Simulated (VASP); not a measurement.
Write the native input for VASP 6.6.1 that does the following.

```
Task                   : relaxation of cell and atoms
Functional             : PBE
Dispersion             : D3(BJ)
Potentials or basis    : VASP PAW PBE potentials, release 64 (Li_sv, B)
Cutoff                 : 600 eV
k mesh                 : 9 × 9 × 18
Occupations            : gaussian, width 0.1 eV
Spin                   : no spin polarisation
Dipole correction      : no
Further INCAR settings : ALGO = Normal; EDIFF = 1e-07; IBRION = 2; EDIFFG = -0.01; NSW = 100; ISIF = 3
```

The structure of LiB8 lies in POSCAR:

```
LiB8
1.0
    5.8013791619      0.0000000000      0.0000000000
   -2.9006895810      5.0241417312      0.0000000000
    0.0000000000      0.0000000000      1.9845224411
Li B
1 8
Direct
    0.0000000000      0.0000000000      0.5000000000
    0.6334472891      0.8167236446      0.0000000000
    0.6666666667      0.3333333333      0.5000000000
    0.1832763554      0.8167236446      0.0000000000
    0.1832763554      0.3665527109      0.0000000000
    0.8167236446      0.6334472891      0.0000000000
    0.8167236446      0.1832763554      0.0000000000
    0.3333333333      0.6666666667      0.5000000000
    0.3665527109      0.1832763554      0.0000000000
```

The input as run:

INCAR

```
SYSTEM = LiB8
PREC = Accurate ; ENCUT = 600
EDIFF = 1E-7 ; ISMEAR = 0
SIGMA = 0.1 ; LREAL = .False.
LASPH = .True. ; NELM = 100
ALGO = Normal ; ISIF = 3
LWAVE = .False. ; LCHARG = .False.
GGA = PE ; IVDW = 12
IBRION = 2 ; NSW = 100
EDIFFG = -0.01
```

KPOINTS

```
regular mesh
0
Gamma
  9 9 18
  0 0 0
```

Potentials or basis: VASP PAW PBE potentials, release 64 (Li_sv, B).

Launch:

```sh
$ cat potpaw_PBE.64/Li_sv/POTCAR potpaw_PBE.64/B/POTCAR > POTCAR
$ mpirun -np 1 vasp_std > vasp.out
```

Results of the run:

```json
{"Relaxed volume": "6.41 Å³/atom", "Relaxed cell": "a = 5.829 Å, b = 5.829 Å, c = 1.960 Å, α = 90.00°, β = 90.00°, γ = 120.00°", "Space group after relaxing (to 0.05 Å)": "P6/mmm (No. 191)", "Energy gained by relaxing": "2.7 meV/atom", "Ionic steps": "5", "Pressure after relaxing": "0.1 GPa", "Largest force after relaxing": "0.003 eV/Å", "Dispersion energy per atom": "-0.255 eV"}
```

Caveat: the cutoff is under 1.25 times the usual one of these potentials, so pressure, stress and relaxed cells hold a basis-set (Pulay) error; pairwise dispersion overbinds metals, which lowers pressure and volume.

Wall time 11 min on 1 thread of AMD EPYC 7R13 Processor (Zen 3), on a shared host, peak memory 0.24 GiB.
